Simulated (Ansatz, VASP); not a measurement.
# ZrCl5 in VASP and in Ansatz

```
Zr Cl
1.0
     5.04384    0.00000    0.00000
    -2.52192    4.36809    0.00000
     0.00000    0.00000    8.85191
Zr Cl
1 5
Direct
  0.00000 0.00000 0.50000
  0.33333 0.66667 0.00000
  0.66667 0.33333 0.00000
  0.33333 0.66667 0.50000
  0.66667 0.33333 0.50000
  0.00000 0.00000 0.00000
```

Alike in both runs: task single point; functional PBE; k mesh 6 × 6 × 2; occupations gaussian, width 0.1 eV; no spin polarisation.

```csv
,VASP,Ansatz
version,VASP 6.6.1,Ansatz 0.2.0
potentials or method,"VASP PAW PBE potentials, release 64 (Zr_sv, Cl), cutoff 520 eV","scalar-relativistic, plane waves, PAW"
valence electrons in the cell,47,47
```

|  | VASP | Ansatz | Ansatz less VASP |
| --- | --- | --- | --- |
| gap on the k mesh at the Fermi level (eV) | none | none | - |
| pressure (GPa) | -3.8 | -3.7 | +0.06 |
| traceless stress, the component that is largest in VASP (GPa) | 1.12 | 1.12 | +0.001 |

A gap of «none» marks a metal or a gap that the smearing closes.
